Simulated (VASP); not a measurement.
# CuP (Fm-3m) in VASP: single point with PBE

Aim: the single point of CuP with PBE.

Everything below comes from runs of VASP 6.6.1. Logs are shortened: lines on timing, memory, paths and dates and some standing lists are left out, and cuts for length are marked.

### 1 The cell of the first run

Symmetry: Fm-3m, No. 225, cubic system. The conventional cell has a = 4.845 Å, b = 4.845 Å, c = 4.845 Å, α = 90.00°, β = 90.00°, γ = 90.00°. Within 3.2 Å of Cu (site symmetry m-3m) lie 6 P at 2.42 Å. P (site symmetry m-3m) has 6 Cu at 2.42 Å within 3.2 Å.

### 2 Single point, PBE

File INCAR:

```
SYSTEM = CuP
PREC = Accurate ; ENCUT = 520
EDIFF = 1E-6 ; ISMEAR = 0
SIGMA = 0.1 ; LREAL = .FALSE.
LASPH = .TRUE. ; NELM = 60
ALGO = Normal ; ISIF = 2
LWAVE = .FALSE. ; LCHARG = .FALSE.
GGA = PE ; NBANDS = 15
```

File KPOINTS:

```
Automatic mesh
0
G
  20 20 20
  0 0 0
```

File POSCAR:

```
CuP
1.0
    0.0000000000      2.4225914942      2.4225914942
    2.4225914942      0.0000000000      2.4225914942
    2.4225914942      2.4225914942      0.0000000000
Cu P
1 1
Direct
    0.0000000000      0.0000000000      0.0000000000
    0.5000000000      0.5000000000      0.5000000000
```

Potentials or basis: VASP PAW PBE potentials, release 64 (Cu, P).

Run with:

```console
> cat potpaw_PBE.64/Cu/POTCAR potpaw_PBE.64/P/POTCAR > POTCAR
> mpirun -np 1 vasp_std > vasp.out
```

OUTCAR:

```text
SYSTEM = CuP
   PREC = Accurate
   ENCUT = 520
   EDIFF = 1E-6
   ISMEAR = 0
   LREAL = .FALSE.
   LASPH = .TRUE.
   NELM = 60
   ISIF = 2
   GGA = PE

 ion  position               nearest neighbor table
   1  0.000  0.000  0.000-   2 2.42   2 2.42   2 2.42   2 2.42   2 2.42   2 2.42
   2  0.500  0.500  0.500-   1 2.42   1 2.42   1 2.42   1 2.42   1 2.42   1 2.42

  LATTYP: Found a face centered cubic cell.
 ALAT       =     4.8451829884

  Lattice vectors:

 A1 = (   0.0000000000,   2.4225914942,   2.4225914942)
 A2 = (   2.4225914942,   0.0000000000,   2.4225914942)
 A3 = (   2.4225914942,   2.4225914942,   0.0000000000)

Analysis of symmetry for initial positions (statically):
=====================================================================
 Subroutine PRICEL returns:
 Original cell was already a primitive cell.

 Routine SETGRP: Setting up the symmetry group for a
 face centered cubic supercell.

 Subroutine GETGRP returns: Found 48 space group operations
 (whereof 48 operations were pure point group operations)
 out of a pool of 48 trial point group operations.

The static configuration has the point symmetry O_h .

Analysis of symmetry for dynamics (positions and initial velocities):
=====================================================================
 Subroutine PRICEL returns:
 Original cell was already a primitive cell.

 Routine SETGRP: Setting up the symmetry group for a
 face centered cubic supercell.

 Subroutine GETGRP returns: Found 48 space group operations
 (whereof 48 operations were pure point group operations)
 out of a pool of 48 trial point group operations.

The dynamic configuration has the point symmetry O_h .

 Subroutine INISYM returns: Found 48 space group operations
 (whereof 48 operations are pure point group operations),
 and found     1 'primitive' translations

----------------------------------------------------------------------------------------

                                     Primitive cell

  volume of cell :      28.4361

  direct lattice vectors                    reciprocal lattice vectors
     0.000000000  2.422591494  2.422591494    -0.206390554  0.206390554  0.206390554
     2.422591494  0.000000000  2.422591494     0.206390554 -0.206390554  0.206390554
     2.422591494  2.422591494  0.000000000     0.206390554  0.206390554 -0.206390554

  length of vectors
     3.426061747  3.426061747  3.426061747     0.357478925  0.357478925  0.357478925

  position of ions in fractional coordinates (direct lattice)
[... 85 lines left out ...]
   ISIF   =      2    stress and relaxation
   ISYM   =      2    0-nonsym 1-usesym 2-fastsym
   POTIM  = 0.5000    time-step for ionic-motion
   TEBEG  =    0.0;   TEEND  =   0.0 temperature during run
   PSTRESS=    0.0 pullay stress
   NELECT =      16.0000    total number of electrons
   NUPDOWN=      -1.0000    fix difference up-down
   EMIN   =  10.00;   EMAX   =-10.00  energy-range for DOS
   EFERMI =   0.00;   METHOD = LEGACY
   ISMEAR =     0;   SIGMA  =   0.10  broadening in eV -4-tet -1-fermi 0-gaus
   EFERMI_NEDOS =   21; number of points for ismear=-14 and -15
   IALGO  =     38    algorithm
   IMIX   =      4    mixing-type and parameters
     AMIX     =   0.40;   BMIX     =  1.00
     AMIX_MAG =   1.60;   BMIX_MAG =  1.00
  volume/ion in A,a.u.               =      14.22        95.95
  Fermi-wavevector in a.u.,A,eV,Ry     =   1.351527  2.554015 24.852735  1.826624
  Thomas-Fermi vector in A             =   2.478941
   LORBIT       =      0    0 simple, 1 ext, 2 COOP (PROOUT), +10 PAW based schemes
   GGA     = PE    functional components
   LHFCALC =     F    Hartree Fock is set to
   AEXX    =    0.0000 exact exchange contribution
   IVDW    =     0    specifies the selected vdW correction
   LEPSILON=     F    determine dielectric tensor
   LRPA    =     F    only Hartree local field effects (RPA)
 non-spin polarized calculation
 Gauss-broadening in eV      SIGMA  =   0.10
  energy-cutoff  :      520.00
  volume of cell :       28.44
 maximum number of plane-waves:       785
 NGX is ok and might be reduce to    28
   NGX = 13   NGY = 13   NGZ = 13

 number of electron      15.9999989 magnetization

 Free energy of the ion-electron system (eV)
  ---------------------------------------------------
  ext. energy  EPLUGINS =         0.00000000
  ---------------------------------------------------
  free energy    TOTEN  =        -8.70622045 eV

  energy without entropy =       -8.70121681  energy(sigma->0) =       -8.70371863

 E-fermi :   7.5551     XC(G=0): -11.5452

 val. band max:        7.5479968468   @ k =  -0.3500   0.3000   0.1000
 cond. band min:       7.5664985833   @ k =  -0.3500   0.1500   0.0000
 fundamental gap:      0.0185017365
 Fermi energy:         7.5551194883

 k-point     1 :       0.0000    0.0000    0.0000
  band No.  band energies     occupation
      1      -5.7214      2.00000
      2       4.0185      2.00000
      3       4.0185      2.00000
      4       4.0645      2.00000
      5       4.0645      2.00000
      6       4.0645      2.00000
      7       8.7020      0.00000
      8       8.7020      0.00000
      9       8.7020      0.00000
     10      14.3248      0.00000
     11      16.8568      0.00000
     12      16.8568      0.00000
     13      16.8568      0.00000
     14      19.8602      0.00000
[... 401 lines left out ...]
      2       1.7012      2.00000
      3       3.2720      2.00000
      4       3.3125      2.00000
      5       4.4155      2.00000
      6       4.4520      2.00000
      7       5.0876      2.00000
      8       9.1737      0.00000
      9      10.0189      0.00000
     10      13.1382      0.00000
     11      13.9335      0.00000
     12      14.3598      0.00000
     13      19.0394      0.00000
     14      20.2167      0.00000
     15      20.6740      0.00000

 [... further k-points ...]
[... 5 lines left out ...]
  --------------------------------------------------------------------------------------
  -------------------------------------------------------------------------------------
  Total        0.0294643      0.0294643      0.0294643     -0.0000000     -0.0000000      0.0000000
  in kB        1.6601078      1.6601078      1.6601078     -0.0000000     -0.0000000      0.0000000
  external PRESSURE =       1.6601078 kB  Pullay stress =       0.0000000 kB

 VOLUME and BASIS-vectors are now :
 -----------------------------------------------------------------------------
  energy-cutoff  :      520.00
  volume of cell :       28.44
      direct lattice vectors                 reciprocal lattice vectors
     0.000000000  2.422591494  2.422591494    -0.206390554  0.206390554  0.206390554
     2.422591494  0.000000000  2.422591494     0.206390554 -0.206390554  0.206390554
     2.422591494  2.422591494  0.000000000     0.206390554  0.206390554 -0.206390554

 POSITION                                       TOTAL-FORCE (eV/Angst)
 -----------------------------------------------------------------------------------
      0.00000      0.00000      0.00000         0.000000      0.000000     -0.000000
      2.42259      2.42259      2.42259        -0.000000     -0.000000      0.000000
 -----------------------------------------------------------------------------------
    total drift:                               -0.000000      0.000000      0.000000

  FREE ENERGIE OF THE ION-ELECTRON SYSTEM (eV)
  ---------------------------------------------------
  free  energy   TOTEN  =        -8.7062204461 eV

  energy  without entropy=       -8.7012168139  energy(sigma->0) =       -8.70371863
```

Wall time 64 s (1 thread of AMD EPYC 9R45 (Zen 5), shared host); peak memory 0.21 GiB.

What came out:

| Property | Result |
| --- | --- |
| Free energy | -8.7062 eV |
| Pressure | 0.2 GPa |
| Band gap on the k mesh | zero (bands 8 and 9 overlap by 4.72 eV) |
